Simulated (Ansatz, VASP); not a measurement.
Two plane-wave programs on Al

Contents of INCAR:

```
  PREC = Accurate
  ENCUT = 520
  EDIFF = 1E-6
  ISMEAR = -1
  SIGMA = 0.05
  LREAL = F
  LASPH = T
  NELM = 150
  ALGO = Normal
  ISIF = 2
  LWAVE = F
  LCHARG = F
  ISPIN = 2
  MAGMOM = -0.21 0.57
  LORBIT = 11
  GGA = PE
  ALDAC = 0.0
  AGGAC = 0.0
  NBANDS = 14
```

The input KPOINTS:

```
regular mesh
0
Gamma
  6 6 6
```

File POSCAR:

```
Al
1.0
    3.1824373800      0.0000000000      0.0000000000
    0.0000000000      3.1824373800      0.0000000000
    0.0000000000      0.0000000000      3.1824373800
Al
2
Direct
    0.0000000000      0.0000000000      0.0000000000
    0.5000000000      0.5000000000      0.5000000000
```

Contents of input.yaml:

```yaml
crystal:
  lattice:
    - [3.18243738, 0.0, 0.0]
    - [0.0, 3.18243738, 0.0]
    - [0.0, 0.0, 3.18243738]
  atoms:
    - { symbol: Al, position: [0.0, 0.0, 0.0], spin: -0.21 }
    - { symbol: Al, position: [0.5, 0.5, 0.5], spin: 0.57 }
hamiltonian:
  xc: { exchange: pbe, correlation: none }
  pseudopotentials: { kind: paw }
magnetization:
  spin_polarized: true
kpoints:
  mp_grid: { grid: [6, 6, 6] }
scf:
  occupations: { method: fermi_dirac, width: 0.05 }
  n_extra_bands: 6
output:
  forces: true
  stress: true
  eigenvalues: true
  dos: { projected: false, de: 0.05, nscf_kmesh: { grid: [9, 9, 9] } }
  write_density: true
  write_potential: true
  elf: true
  volumetric_format: npy
```

Alike in both runs: functional PBE exchange alone; k mesh 6 × 6 × 6; occupations fermi-dirac, width 0.05 eV; collinear spin.

|  | VASP | Ansatz |
| --- | --- | --- |
| version | VASP 6.6.1 | Ansatz 0.2.0 |
| potentials or method | VASP PAW PBE potentials, release 64 (Al) | Ansatz PAW |
| plane-wave cutoff (eV) | 520 | 420 |
| valence electrons in the cell | 6 | 6 |
| task | single point | density of states |

```tsv
	VASP	Ansatz	Ansatz less VASP
gap on the k mesh at the Fermi level (eV)	none	none	-
pressure (GPa)	13.2	13.1	-0.17
net moment per atom (μB)	0.00	0.00	0.000
```

VASP's potentials were made for PBE, not for PBE exchange alone. A gap of «none» marks a metal or a gap that the smearing closes.
